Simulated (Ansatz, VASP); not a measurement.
TiSb2N3: VASP beside Ansatz

The input INCAR:

```
PREC = Accurate ; ENCUT = 700
EDIFF = 1E-6 ; ISMEAR = 0
SIGMA = 0.1 ; LREAL = False
LASPH = True ; NELM = 120
ALGO = Normal ; ISIF = 2
LWAVE = False ; LCHARG = False
GGA = PS ; NBANDS = 38
GGA_COMPAT = False
```

KPOINTS

```
regular mesh
0
Gamma
  6 6 6
```

Contents of POSCAR:

```
TiSb2N3
1.0
    2.9203076394      1.6860404017      2.9167071419
   -2.9203076394      1.6860404017      2.9167071419
    0.0000000000     -3.3720808034      2.9167071419
Ti Sb N
1 2 3
Direct
    0.0000000000      0.0000000000      0.0000000000
    0.6847503301      0.6847503301      0.6847503301
    0.3152496699      0.3152496699      0.3152496699
    0.0000000000      0.0000000000      0.5000000000
    0.5000000000      0.0000000000      0.0000000000
    0.0000000000      0.5000000000      0.0000000000
```

Input for Ansatz:

```yaml
crystal:
  lattice:
    - [2.9203076394, 1.6860404017, 2.9167071419]
    - [-2.9203076394, 1.6860404017, 2.9167071419]
    - [0.0, -3.3720808034, 2.9167071419]
  atoms:
    - { symbol: Ti, position: [0.0, 0.0, 0.0] }
    - { symbol: Sb, position: [0.6847503301, 0.6847503301, 0.6847503301] }
    - { symbol: Sb, position: [0.3152496699, 0.3152496699, 0.3152496699] }
    - { symbol: "N", position: [0.0, 0.0, 0.5] }
    - { symbol: "N", position: [0.5, 0.0, 0.0] }
    - { symbol: "N", position: [0.0, 0.5, 0.0] }
basis:
  ecutwfc: 420
kpoints:
  mp_grid: { grid: [6, 6, 6] }
  band_path:
    path:
      - [[0.0, 0.0, 0.0], [0.5, 0.5, 0.5], [0.61056213, 0.38943787, 0.5]]
      - [[0.5, -0.38943787, 0.38943787], [0.5, 0.0, 0.0], [0.0, 0.0, 0.0], [0.44471893, -0.44471893, 0.0]]
      - [[0.55528107, 0.0, 0.44471893], [0.5, 0.0, 0.5], [0.0, 0.0, 0.0]]
    npoints: 14
hamiltonian:
  xc: pbesol
scf:
  occupations: { method: gaussian, width: 0.1 }
  n_extra_bands: 15
output:
  forces: true
  stress: true
  eigenvalues: true
  populations: true
  dos: { projected: true, de: 0.02, nscf_kmesh: { grid: [8, 8, 8] } }
  bader: true
  write_density: true
  write_potential: true
  elf: true
  volumetric_format: npy
```

Alike in both runs: task single point; functional PBEsol; k mesh 6 × 6 × 6; occupations gaussian, width 0.1 eV; no spin polarisation.

|  | VASP | Ansatz |
| --- | --- | --- |
| version | VASP 6.6.1 | Ansatz 0.2.0 |
| potentials or method | VASP PAW PBE potentials, release 64 (Ti_sv, Sb_d_GW, N), cutoff 700 eV | scalar-relativistic, plane waves, PAW |
| valence electrons in the cell | 57 | 57 |

|  | VASP | Ansatz | Ansatz less VASP |
| --- | --- | --- | --- |
| gap on the k mesh at the Fermi level (eV) | none | none | - |
| pressure (GPa) | -5.1 | -5.2 | -0.07 |
| traceless stress, the component that is largest in VASP (GPa) | -0.34 | -0.38 | -0.042 |
| rms of the force components (eV/Å) | 0.053 | 0.062 | +0.0082 |

VASP's potentials were made for PBE, not for PBEsol. Atom by atom the forces differ by 0.008 eV/Å (rms over components). A gap of «none» marks a metal or a gap that the smearing closes.

Neither program's run includes spin-orbit coupling.
